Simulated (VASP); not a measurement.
# Cu (Im-3m) in VASP: notebook, part 2 of 2

VASP 6.6.1. Earlier steps stand in the parts before.

## (3) Relaxation of cell and atoms, BLYP

This run uses another cell than the first one, of 11.81 Å³/atom, 0.827 times its volume.

INCAR

```
SYSTEM = Cu
AGGAC    = 1.0          
AGGAX    = 1.0          
ALDAC    = 0.0          
ALDAX    = 1.0          
ALGO     = Normal         ! electronic algorithm
EDIFF    = 1E-6           ! SCF threshold, eV
EDIFFG   = -0.01          ! ionic threshold
ENCUT    = 600            ! plane-wave cutoff, eV
GGA      = B5             ! functional
IBRION   = 2              ! ionic algorithm
ISIF     = 3              ! what is computed and relaxed
ISMEAR   = -1             ! smearing method
LASPH    = .True.         ! aspherical terms in the spheres
LCHARG   = .False.        ! write CHGCAR
LREAL    = .False.        ! projectors in reciprocal space
LWAVE    = .False.        ! write WAVECAR
NELM     = 80             ! most SCF steps
NSW      = 80             ! ionic steps
PREC     = Accurate       ! precision mode
SIGMA    = 0.1            ! smearing width, eV
```

KPOINTS

```
k-points
0
Gamma
  15 15 15
  0 0 0
```

POSCAR

```
Cu
1.0
   -1.4345978267      1.4345978267      1.4345978267
    1.4345978267     -1.4345978267      1.4345978267
    1.4345978267      1.4345978267     -1.4345978267
Cu
1
Direct
    0.0000000000      0.0000000000      0.0000000000
```

Potentials or basis: VASP PAW PBE potentials, release 64 (Cu).

Launch:

```
$ cat potpaw_PBE.64/Cu/POTCAR > POTCAR
$ mpirun -np 1 vasp_std > vasp.out
```

OUTCAR:

```text
SYSTEM = Cu
   EDIFF = 1E-6
   EDIFFG = -0.01
   ENCUT = 600
   GGA = B5
   IBRION = 2
   ISIF = 3
   ISMEAR = -1
   LASPH = .True.
   LREAL = .False.
   NELM = 80
   NSW = 80
   PREC = Accurate

 ion  position               nearest neighbor table
   1  0.000  0.000  0.000-

  LATTYP: Found a body centered cubic cell.
 ALAT       =     2.8691956534

  Lattice vectors:

 A1 = (  -1.4345978267,   1.4345978267,   1.4345978267)
 A2 = (   1.4345978267,  -1.4345978267,   1.4345978267)
 A3 = (   1.4345978267,   1.4345978267,  -1.4345978267)

Analysis of symmetry for initial positions (statically):
=====================================================================
 Subroutine PRICEL returns:
 Original cell was already a primitive cell.

 Routine SETGRP: Setting up the symmetry group for a
 body centered cubic supercell.

 Subroutine GETGRP returns: Found 48 space group operations
 (whereof 48 operations were pure point group operations)
 out of a pool of 48 trial point group operations.

The static configuration has the point symmetry O_h .

Analysis of symmetry for dynamics (positions and initial velocities):
=====================================================================
 Subroutine PRICEL returns:
 Original cell was already a primitive cell.

 Routine SETGRP: Setting up the symmetry group for a
 body centered cubic supercell.

 Subroutine GETGRP returns: Found 48 space group operations
 (whereof 48 operations were pure point group operations)
 out of a pool of 48 trial point group operations.

The dynamic configuration has the point symmetry O_h .

 Subroutine INISYM returns: Found 48 space group operations
 (whereof 48 operations are pure point group operations),
 and found     1 'primitive' translations

----------------------------------------------------------------------------------------

                                     Primitive cell

  volume of cell :      11.8100

  direct lattice vectors                    reciprocal lattice vectors
    -1.434597827  1.434597827  1.434597827     0.000000000  0.348529735  0.348529735
     1.434597827 -1.434597827  1.434597827     0.348529735  0.000000000  0.348529735
     1.434597827  1.434597827 -1.434597827     0.348529735  0.348529735  0.000000000

  length of vectors
     2.484796324  2.484796324  2.484796324     0.492895478  0.492895478  0.492895478

  position of ions in fractional coordinates (direct lattice)
     0.000000000  0.000000000  0.000000000

  ion indices of the primitive-cell ions
   primitive index   ion index
                 1           1

----------------------------------------------------------------------------------------

 KPOINTS: k-points

Automatic generation of k-mesh.
 Grid dimensions read from file:
 generate k-points for:   15   15   15

 Generating k-lattice:
[... 42 lines left out ...]
  0.400000  0.200000  0.000000     24.000000
 [... further k-points ...]
   k-points           NKPTS =    120   k-points in BZ     NKDIM =    120   number of bands    NBANDS=      9
   number of dos      NEDOS =    301   number of ions     NIONS =      1
   total plane-waves  NPLWV =   8000
   dimension x,y,z NGX =    20 NGY =   20 NGZ =   20
   dimension x,y,z NGXF=    40 NGYF=   40 NGZF=   40
   ions per type =               1
   NGX,Y,Z   is equivalent  to a cutoff of  13.38, 13.38, 13.38 a.u.
   NGXF,Y,Z  is equivalent  to a cutoff of  26.76, 26.76, 26.76 a.u.
 SYSTEM =  Cu
   PREC   = accura    normal or accurate (medium, high low for compatibility)
   ISTART =      0    job   : 0-new  1-cont  2-samecut
   ICHARG =      2    charge: 1-file 2-atom 10-const
   ISPIN  =      1    spin polarized calculation?
   LNONCOLLINEAR =      F non collinear calculations
   LSORBIT =      F    spin-orbit coupling
   LASPH  =      T    aspherical Exc in radial PAW
   ENCUT  =  600.0 eV  44.10 Ry    6.64 a.u.   4.96  4.96  4.96*2*pi/ulx,y,z
   NELM   =     80;   NELMIN=  2; NELMDL= -5     # of ELM steps
   EDIFF  = 0.1E-05   stopping-criterion for ELM
   LREAL  =      F    real-space projection
   EDIFFG = -.1E-01   stopping-criterion for IOM
   NSW    =     80    number of steps for IOM
   IBRION =      2    ionic relax: 0-MD 1-quasi-New 2-CG
   NFREE  =      1    steps in history (QN), initial steepest desc. (CG)
   ISIF   =      3    stress and relaxation
   ISYM   =      2    0-nonsym 1-usesym 2-fastsym
   POTIM  = 0.5000    time-step for ionic-motion
   TEBEG  =    0.0;   TEEND  =   0.0 temperature during run
   PSTRESS=    0.0 pullay stress
   NELECT =      11.0000    total number of electrons
   NUPDOWN=      -1.0000    fix difference up-down
   EMIN   =  10.00;   EMAX   =-10.00  energy-range for DOS
   EFERMI =   0.00;   METHOD = LEGACY
   ISMEAR =    -1;   SIGMA  =   0.10  broadening in eV -4-tet -1-fermi 0-gaus
   EFERMI_NEDOS =   21; number of points for ismear=-14 and -15
   IALGO  =     38    algorithm
   IMIX   =      4    mixing-type and parameters
     AMIX     =   0.40;   BMIX     =  1.00
     AMIX_MAG =   1.60;   BMIX_MAG =  1.00
  volume/ion in A,a.u.               =      11.81        79.70
  Fermi-wavevector in a.u.,A,eV,Ry     =   1.598781  3.021257 34.777848  2.556100
  Thomas-Fermi vector in A             =   2.696177
   LORBIT       =      0    0 simple, 1 ext, 2 COOP (PROOUT), +10 PAW based schemes
   GGA     = B5    functional components
   LHFCALC =     F    Hartree Fock is set to
   AEXX    =    0.0000 exact exchange contribution
   IVDW    =     0    specifies the selected vdW correction
   LEPSILON=     F    determine dielectric tensor
   LRPA    =     F    only Hartree local field effects (RPA)
 conjugate gradient relaxation of ions
 non-spin polarized calculation
  energy-cutoff  :      600.00
  volume of cell :       11.81
 maximum number of plane-waves:       406
   NGX =  9   NGY =  9   NGZ =  9

--------------------------------------- Ionic step        1  -------------------------------------------

 number of electron      10.9999996 magnetization

 Free energy of the ion-electron system (eV)
  ---------------------------------------------------
  ext. energy  EPLUGINS =         0.00000000
  ---------------------------------------------------
  free energy    TOTEN  =        -2.92248873 eV

  energy without entropy =       -2.91289451  energy(sigma->0) =       -2.91769162

------------------------ aborting loop because EDIFF is reached ----------------------------------------

  FORCE on cell =-STRESS in cart. coord.  units (eV):
  Direction    XX          YY          ZZ          XY          YZ          ZX
  --------------------------------------------------------------------------------------
  -------------------------------------------------------------------------------------
  Total        0.8346596      0.8346596      0.8346596     -0.0000000      0.0000000     -0.0000000
  in kB      113.2320758    113.2320758    113.2320758     -0.0000000      0.0000000     -0.0000000
  external PRESSURE =     113.2320758 kB  Pullay stress =       0.0000000 kB
[... 57 lines left out ...]
--------------------------------------- Ionic step        3  -------------------------------------------

 number of electron      11.0000011 magnetization

 Free energy of the ion-electron system (eV)
  ---------------------------------------------------
  ext. energy  EPLUGINS =         0.00000000
  ---------------------------------------------------
  free energy    TOTEN  =        -2.95565255 eV

  energy without entropy =       -2.94562234  energy(sigma->0) =       -2.95063745

 E-fermi :   7.0824     XC(G=0): -11.6924

 val. band max:        7.0696564964   @ k =  -0.3333   0.4667   0.0667
 cond. band min:       7.0898455770   @ k =  -0.2667   0.4667   0.0667
 fundamental gap:      0.0201890806
 Fermi energy:         7.0824448588

 k-point     1 :       0.0000    0.0000    0.0000
  band No.  band energies     occupation
      1      -1.5738      2.00000
      2       4.1290      2.00000
      3       4.1290      2.00000
      4       4.1291      2.00000
      5       5.0282      2.00000
      6       5.0282      2.00000
      7      31.6801      0.00000
      8      31.6801      0.00000
      9      31.6801      0.00000
[... 265 lines left out ...]
 k-point    24 :       0.4000    0.2000    0.0000
  band No.  band energies     occupation
      1       2.9688      2.00000
      2       3.5849      2.00000
      3       4.2874      2.00000
      4       4.9844      2.00000
      5       5.2524      2.00000
      6       9.1513      0.00000
      7      11.3512      0.00000
      8      16.9115      0.00000
      9      23.2236      0.00000

 [... further k-points ...]

------------------------ aborting loop because EDIFF is reached ----------------------------------------

  FORCE on cell =-STRESS in cart. coord.  units (eV):
  Direction    XX          YY          ZZ          XY          YZ          ZX
  --------------------------------------------------------------------------------------
  -------------------------------------------------------------------------------------
  Total        0.0022732      0.0022732      0.0022732     -0.0000000     -0.0000000     -0.0000000
  in kB        0.2838428      0.2838428      0.2838428     -0.0000000     -0.0000000     -0.0000000
  external PRESSURE =       0.2838428 kB  Pullay stress =       0.0000000 kB
[... 16 lines left out ...]
  FREE ENERGIE OF THE ION-ELECTRON SYSTEM (eV)
  ---------------------------------------------------
  free  energy   TOTEN  =        -2.9556525528 eV

  energy  without entropy=       -2.9456223445  energy(sigma->0) =       -2.95063745

 reached required accuracy - stopping structural energy minimisation
```

Run time: 44 s. Hardware: 1 thread of Intel Xeon 6975P-C, shared host; peak memory 0.14 GiB.

Results:

* Free energy: -2.9557 eV
* Relaxed volume: 12.83 Å³/atom
* Relaxed cell: a = 2.554 Å, b = 2.554 Å, c = 2.554 Å, α = 109.47°, β = 109.47°, γ = 109.47°
* Space group after relaxing (to 0.05 Å): Im-3m (No. 229)
* Energy gained by relaxing: 33.2 meV/atom
* Ionic steps: 3
* Pressure after relaxing: 0.0 GPa

The path:
| step | energy change (eV) | largest force (eV/Å) | pressure (GPa) | volume (Å³) |
| --- | --- | --- | --- | --- |
| 1 | 0.0000 | 0.0000 | 11.32 | 11.81 |
| 2 | -0.0280 | 0.0000 | -3.43 | 13.29 |
| 3 | -0.0332 | 0.0000 | 0.03 | 12.83 |

Final structure:
```
Cu
1.0
    -1.47482    1.47482    1.47482
     1.47482   -1.47482    1.47482
     1.47482    1.47482   -1.47482
Cu
1
Direct
  0.00000 0.00000 0.00000
```

Caveat: the PAW data sets were made with another functional, which shifts forces and pressure a little.

## (4) Single point, BLYP

This run uses another cell than the first one, of 12.76 Å³/atom, 0.893 times its volume.

INCAR

```
SYSTEM = Cu
AGGAC = 1.0 ; AGGAX = 1.0
ALDAC = 0.0 ; ALDAX = 1.0
ALGO = Normal ; EDIFF = 1E-6
ENCUT = 520 ; GGA = B5
ISIF = 2 ; ISMEAR = -1
LASPH = .True. ; LCHARG = .True.
LELF = .True. ; LREAL = .False.
LVHAR = .True. ; LWAVE = .False.
NBANDS = 12 ; NELM = 100
PREC = Accurate ; SIGMA = 0.1
```

KPOINTS

```
k-points
0
Gamma
  25 25 25
  0 0 0
```

POSCAR

```
Cu
1.0
   -1.4719115123      1.4719115123      1.4719115123
    1.4719115123     -1.4719115123      1.4719115123
    1.4719115123      1.4719115123     -1.4719115123
Cu
1
Direct
    0.0000000000      0.0000000000      0.0000000000
```

Launch:

```
$ cat potpaw_PBE.64/Cu/POTCAR > POTCAR
$ mpirun -np 1 vasp_std > vasp.out
```

Wall time 57 s (1 thread of Intel Xeon 6975P-C, shared host); peak memory 0.18 GiB.

It converged, with:

| Property | Result |
| --- | --- |
| Free energy | -2.9539 eV |
| Pressure | 0.6 GPa |

Levels at points of the mesh, in eV from the Fermi level:
| k point | band 3 | band 4 | band 5 | band 6 | band 7 | band 8 | band 9 | band 10 |
| --- | --- | --- | --- | --- | --- | --- | --- | --- |
| (0.00, 0.00, 0.00) | -2.99 | -2.99 | -2.08 | -2.08 | 24.64 | 24.64 | 24.64 | 26.29 |

Caveat: the PAW data sets were made with another functional, which shifts forces and pressure a little.

## (5) The runs side by side

```tsv
task	cell	k mesh	cutoff (eV)	gap on the mesh (eV)	pressure (GPa)
single point	a = 2.648 Å, angles 109.5°, 1 atom	17 × 17 × 17	520	none	-9.0
relaxation of cell and atoms	relaxed from a = 2.485 Å, angles 109.5°, 1 atom	15 × 15 × 15	600	none	0.0
single point	a = 2.549 Å, angles 109.5°, 1 atom	25 × 25 × 25	520	none	0.6
```

Alike in all rows: level BLYP; potentials or basis VASP PAW PBE potentials, release 64 (Cu); no spin polarisation; smearing fermi-dirac 0.1 eV.

Caveats: the PAW data sets were made with another functional, which shifts forces and pressure a little.

Total energies depend on the potentials used, so only differences within one code and one set of settings carry meaning.
